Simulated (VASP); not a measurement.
# Os (P6/mmm) in VASP: notebook

The runs below take Os through single point, relaxation of cell and atoms, with PBE.

All numbers are computed with VASP 6.6.1; they aren't measurements. Logs are shortened: lines on timing, memory, paths and dates and some standing lists are left out, and cuts for length are marked.

## Step 1: The cell of the first run

It takes space group P6/mmm (No. 191, hexagonal). The conventional cell has a = 2.674 Å, b = 2.674 Å, c = 5.637 Å, α = 90.00°, β = 90.00°, γ = 120.00°. Within 3.0 Å of Os (site symmetry 6mm) lie 7 Os at 2.30 to 2.67 Å.

## Step 2: Single point, PBE

File INCAR:

```
PREC = Accurate
ENCUT = 600
EDIFF = 1E-6
ISMEAR = 0
SIGMA = 0.1
LREAL = F
LASPH = T
NELM = 120
ALGO = Normal
ISIF = 2
LWAVE = F
LCHARG = F
GGA = PE
NBANDS = 15
GGA_COMPAT = F
```

File KPOINTS:

```
regular mesh
0
Gamma
  6 6 4
```

File POSCAR:

```
Os
1.0
    2.6742277984      0.0000000000      0.0000000000
   -1.3371138992      2.3159492089      0.0000000000
    0.0000000000      0.0000000000      5.6373726311
Os
2
Direct
    0.0000000000      0.0000000000      0.2962881929
    0.0000000000      0.0000000000      0.7037118071
```

Potentials or basis: VASP PAW PBE potentials, release 64 (Os).

Command:

```sh
cat potpaw_PBE.64/Os/POTCAR > POTCAR
mpirun -np 1 vasp_std > vasp.out
```

OUTCAR:

```text
PREC = Accurate
   ENCUT = 600
   EDIFF = 1E-6
   ISMEAR = 0
   LREAL = F
   LASPH = T
   NELM = 120
   ISIF = 2
   GGA = PE

 ion  position               nearest neighbor table
   1  0.000  0.000  0.296-   2 2.30   2 3.34
   2  0.000  0.000  0.704-   1 2.30   1 3.34

  LATTYP: Found a hexagonal cell.
 ALAT       =     2.6742277984
 C/A-ratio  =     2.1080375555

  Lattice vectors:

 A1 = (   2.6742277984,   0.0000000000,   0.0000000000)
 A2 = (  -1.3371138992,   2.3159492089,   0.0000000000)
 A3 = (   0.0000000000,   0.0000000000,   5.6373726311)

Analysis of symmetry for initial positions (statically):
=====================================================================
 Subroutine PRICEL returns:
 Original cell was already a primitive cell.

 Routine SETGRP: Setting up the symmetry group for a
 hexagonal supercell.

 Subroutine GETGRP returns: Found 24 space group operations
 (whereof 24 operations were pure point group operations)
 out of a pool of 24 trial point group operations.

The static configuration has the point symmetry D_6h.

Analysis of symmetry for dynamics (positions and initial velocities):
=====================================================================
 Subroutine PRICEL returns:
 Original cell was already a primitive cell.

 Routine SETGRP: Setting up the symmetry group for a
 hexagonal supercell.

 Subroutine GETGRP returns: Found 24 space group operations
 (whereof 24 operations were pure point group operations)
 out of a pool of 24 trial point group operations.

The dynamic configuration has the point symmetry D_6h.

 Subroutine INISYM returns: Found 24 space group operations
 (whereof 24 operations are pure point group operations),
 and found     1 'primitive' translations

----------------------------------------------------------------------------------------

                                     Primitive cell

  volume of cell :      34.9144

  direct lattice vectors                    reciprocal lattice vectors
     2.674227798  0.000000000  0.000000000     0.373939722  0.215894199  0.000000000
    -1.337113899  2.315949209  0.000000000     0.000000000  0.431788399  0.000000000
     0.000000000  0.000000000  5.637372631     0.000000000  0.000000000  0.177387600

  length of vectors
     2.674227798  2.674227798  5.637372631     0.431788399  0.431788399  0.177387600

  position of ions in fractional coordinates (direct lattice)
     0.000000000  0.000000000  0.296288193
     0.000000000  0.000000000  0.703711807

  ion indices of the primitive-cell ions
   primitive index   ion index
                 1           1
                 2           2

----------------------------------------------------------------------------------------

 KPOINTS: regular mesh

Automatic generation of k-mesh.
 Grid dimensions read from file:
 generate k-points for:    6    6    4

 Generating k-lattice:

  Cartesian coordinates                     Fractional coordinates (reciprocal lattice)
     0.062323287  0.035982367  0.000000000     0.166666667 -0.000000000  0.000000000
     0.000000000  0.071964733  0.000000000     0.000000000  0.166666667  0.000000000
     0.000000000  0.000000000  0.044346900     0.000000000  0.000000000  0.250000000

  Length of vectors
     0.071964733  0.071964733  0.044346900

  Shift w.r.t. Gamma in fractional coordinates (k-lattice)
     0.000000000  0.000000000  0.000000000

 Subroutine IBZKPT returns following result:
 ===========================================

 Found     21 irreducible k-points:

 Following reciprocal coordinates:
            Coordinates               Weight
  0.000000  0.000000  0.000000      1.000000
  0.166667  0.000000  0.000000      6.000000
  0.333333  0.000000  0.000000      6.000000
  0.500000  0.000000  0.000000      3.000000
  0.166667  0.166667  0.000000      6.000000
  0.333333  0.166667  0.000000     12.000000
[... 13 lines left out ...]
  0.333333  0.166667  0.500000     12.000000
  0.333333  0.333333  0.500000      2.000000
   k-points           NKPTS =     21   k-points in BZ     NKDIM =     21   number of bands    NBANDS=     15
   number of dos      NEDOS =    301   number of ions     NIONS =      2
   total plane-waves  NPLWV =  27648
   dimension x,y,z NGX =    24 NGY =   24 NGZ =   48
   dimension x,y,z NGXF=    48 NGYF=   48 NGZF=   96
   ions per type =               2
   NGX,Y,Z   is equivalent  to a cutoff of  14.92, 14.92, 14.16 a.u.
   NGXF,Y,Z  is equivalent  to a cutoff of  29.84, 29.84, 28.31 a.u.
 SYSTEM =  unknown system
   PREC   = accura    normal or accurate (medium, high low for compatibility)
   ISTART =      0    job   : 0-new  1-cont  2-samecut
   ICHARG =      2    charge: 1-file 2-atom 10-const
   ISPIN  =      1    spin polarized calculation?
   LNONCOLLINEAR =      F non collinear calculations
   LSORBIT =      F    spin-orbit coupling
   LASPH  =      T    aspherical Exc in radial PAW
   ENCUT  =  600.0 eV  44.10 Ry    6.64 a.u.   5.34  5.34 11.26*2*pi/ulx,y,z
   NELM   =    120;   NELMIN=  2; NELMDL= -5     # of ELM steps
   EDIFF  = 0.1E-05   stopping-criterion for ELM
   LREAL  =      F    real-space projection
   EDIFFG = 0.1E-04   stopping-criterion for IOM
   NSW    =      0    number of steps for IOM
   IBRION =     -1    ionic relax: 0-MD 1-quasi-New 2-CG
   NFREE  =      0    steps in history (QN), initial steepest desc. (CG)
   ISIF   =      2    stress and relaxation
   ISYM   =      2    0-nonsym 1-usesym 2-fastsym
   POTIM  = 0.5000    time-step for ionic-motion
   TEBEG  =    0.0;   TEEND  =   0.0 temperature during run
   PSTRESS=    0.0 pullay stress
   NELECT =      16.0000    total number of electrons
   NUPDOWN=      -1.0000    fix difference up-down
   EMIN   =  10.00;   EMAX   =-10.00  energy-range for DOS
   EFERMI =   0.00;   METHOD = LEGACY
   ISMEAR =     0;   SIGMA  =   0.10  broadening in eV -4-tet -1-fermi 0-gaus
   EFERMI_NEDOS =   21; number of points for ismear=-14 and -15
   IALGO  =     38    algorithm
   IMIX   =      4    mixing-type and parameters
     AMIX     =   0.40;   BMIX     =  1.00
     AMIX_MAG =   1.60;   BMIX_MAG =  1.00
  volume/ion in A,a.u.               =      17.46       117.81
  Fermi-wavevector in a.u.,A,eV,Ry     =   1.262157  2.385131 21.674634  1.593041
  Thomas-Fermi vector in A             =   2.395580
   LORBIT       =      0    0 simple, 1 ext, 2 COOP (PROOUT), +10 PAW based schemes
   GGA     = PE    functional components
   LHFCALC =     F    Hartree Fock is set to
   AEXX    =    0.0000 exact exchange contribution
   IVDW    =     0    specifies the selected vdW correction
   LEPSILON=     F    determine dielectric tensor
   LRPA    =     F    only Hartree local field effects (RPA)
 non-spin polarized calculation
 Gauss-broadening in eV      SIGMA  =   0.10
  energy-cutoff  :      600.00
  volume of cell :       34.91
 maximum number of plane-waves:      1187
 NGX is ok and might be reduce to    24
   NGX = 11   NGY = 11   NGZ = 23

 number of electron      15.9999999 magnetization

 Free energy of the ion-electron system (eV)
  ---------------------------------------------------
  ext. energy  EPLUGINS =         0.00000000
  ---------------------------------------------------
  free energy    TOTEN  =       -20.42937201 eV

  energy without entropy =      -20.41634922  energy(sigma->0) =      -20.42286061

 E-fermi :   6.6827     XC(G=0): -12.5212

 val. band max:        6.6479495784   @ k =   0.3333   0.1667   0.2500
 cond. band min:       6.7253746788   @ k =   0.3333   0.1667   0.0000
 fundamental gap:      0.0774251004
 Fermi energy:         6.6827110519

 k-point     1 :       0.0000    0.0000    0.0000
  band No.  band energies     occupation
      1      -2.7752      2.00000
      2      -0.1487      2.00000
      3       0.9320      2.00000
      4       4.0863      2.00000
      5       4.0863      2.00000
      6       4.8130      2.00000
      7       4.8130      2.00000
      8       5.3085      2.00000
      9       5.9793      2.00000
     10       5.9793      2.00000
     11       9.0000      0.00000
     12       9.0000      0.00000
     13      10.0329      0.00000
     14      21.3472      0.00000
     15      21.6580      0.00000

 k-point     2 :       0.1667    0.0000    0.0000
  band No.  band energies     occupation
      1      -1.6669      2.00000
      2       1.0441      2.00000
      3       1.3239      2.00000
      4       2.9051      2.00000
      5       3.4331      2.00000
      6       4.2629      2.00000
      7       5.0735      2.00000
      8       5.7008      2.00000
      9       5.8087      2.00000
     10       7.5856      0.00000
     11       8.5359      0.00000
     12       8.7946      0.00000
     13      10.8736      0.00000
     14      22.3852      0.00000
     15      23.1098      0.00000

 k-point     3 :       0.3333    0.0000    0.0000
  band No.  band energies     occupation
      1      -0.1183      2.00000
      2       0.9830      2.00000
      3       1.6301      2.00000
      4       1.7704      2.00000
      5       4.4532      2.00000
      6       5.0499      2.00000
      7       5.3674      2.00000
      8       7.0117      0.00000
      9       7.7437      0.00000
     10       8.1803      0.00000
     11       8.5001      0.00000
     12      11.0192      0.00000
     13      11.6252      0.00000
     14      17.3597      0.00000
     15      20.9681      0.00000
[... 289 lines left out ...]
 k-point    20 :       0.3333    0.1667    0.5000
  band No.  band energies     occupation
      1       0.7795      2.00000
      2       1.3157      2.00000
      3       2.2366      2.00000
      4       3.2350      2.00000
      5       3.7134      2.00000
      6       4.1951      2.00000
      7       5.2587      2.00000
      8       6.4018      1.99993
      9       7.0584      0.00000
     10       7.6178      0.00000
     11      11.4988      0.00000
     12      12.1834      0.00000
     13      15.6425      0.00000
     14      16.2808      0.00000
     15      19.6621      0.00000

 k-point    21 :       0.3333    0.3333    0.5000
  band No.  band energies     occupation
      1       1.6631      2.00000
      2       1.6631      2.00000
      3       3.3935      2.00000
      4       3.8502      2.00000
      5       3.8502      2.00000
      6       4.0183      2.00000
      7       4.0183      2.00000
      8       6.0303      2.00000
      9       6.0303      2.00000
     10       7.5323      0.00000
     11      13.0240      0.00000
     12      13.3313      0.00000
     13      16.6704      0.00000
     14      16.6704      0.00000
     15      17.0130      0.00000

------------------------ aborting loop because EDIFF is reached ----------------------------------------

  FORCE on cell =-STRESS in cart. coord.  units (eV):
  Direction    XX          YY          ZZ          XY          YZ          ZX
  --------------------------------------------------------------------------------------
  -------------------------------------------------------------------------------------
  Total       -0.0059553     -0.0059553     -0.3468771      0.0000000      0.0000000      0.0000000
  in kB       -0.2732825     -0.2732825    -15.9177633      0.0000000      0.0000000      0.0000000
  external PRESSURE =      -5.4881095 kB  Pullay stress =       0.0000000 kB

 VOLUME and BASIS-vectors are now :
 -----------------------------------------------------------------------------
  energy-cutoff  :      600.00
  volume of cell :       34.91
      direct lattice vectors                 reciprocal lattice vectors
     2.674227798  0.000000000  0.000000000     0.373939722  0.215894199  0.000000000
    -1.337113899  2.315949209  0.000000000     0.000000000  0.431788399  0.000000000
     0.000000000  0.000000000  5.637372631     0.000000000  0.000000000  0.177387600

 POSITION                                       TOTAL-FORCE (eV/Angst)
 -----------------------------------------------------------------------------------
      0.00000      0.00000      1.67029        -0.000000      0.000000      0.138638
      0.00000      0.00000      3.96709         0.000000     -0.000000     -0.138638
 -----------------------------------------------------------------------------------
    total drift:                                0.000000      0.000000      0.000000

  FREE ENERGIE OF THE ION-ELECTRON SYSTEM (eV)
  ---------------------------------------------------
  free  energy   TOTEN  =       -20.4293720085 eV

  energy  without entropy=      -20.4163492187  energy(sigma->0) =      -20.42286061
```

Wall time 10 s (1 thread of Intel Xeon Platinum 8375C at 2.90GHz (Ice Lake), shared host); peak memory 0.17 GiB.

Results:

| Quantity | Value |
| --- | --- |
| Free energy | -20.4294 eV |
| Pressure | -0.5 GPa |
| Largest force | 0.139 eV/Å |
| Band gap on the k mesh | zero (band 8 reaches 8.19 eV, above the bottom of band 9 at 5.76 eV) |

Forces in eV/Å, atoms in the order of the input:
```
Os   0.000  0.000  0.139
Os   0.000  0.000 -0.139
```

Levels at points of the mesh, in eV from the Fermi level:
```tsv
k point	band 6	band 7	band 8	band 9	band 10	band 11
(0.00, 0.00, 0.00)	-1.87	-1.87	-1.37	-0.70	-0.70	2.32
(0.50, 0.00, 0.00)	-1.63	0.28	1.51	2.92	3.29	3.52
(0.00, 0.00, 0.50)	-2.56	-1.91	-1.91	-0.55	-0.55	2.06
(0.50, 0.00, 0.50)	-1.69	0.35	1.11	2.02	2.93	3.28
```

Caveat: the k points lie up to 0.45 Å⁻¹ apart; spin-orbit coupling is left out, which moves the levels of the heavy elements.

(Part 1 of 2 ends here.)
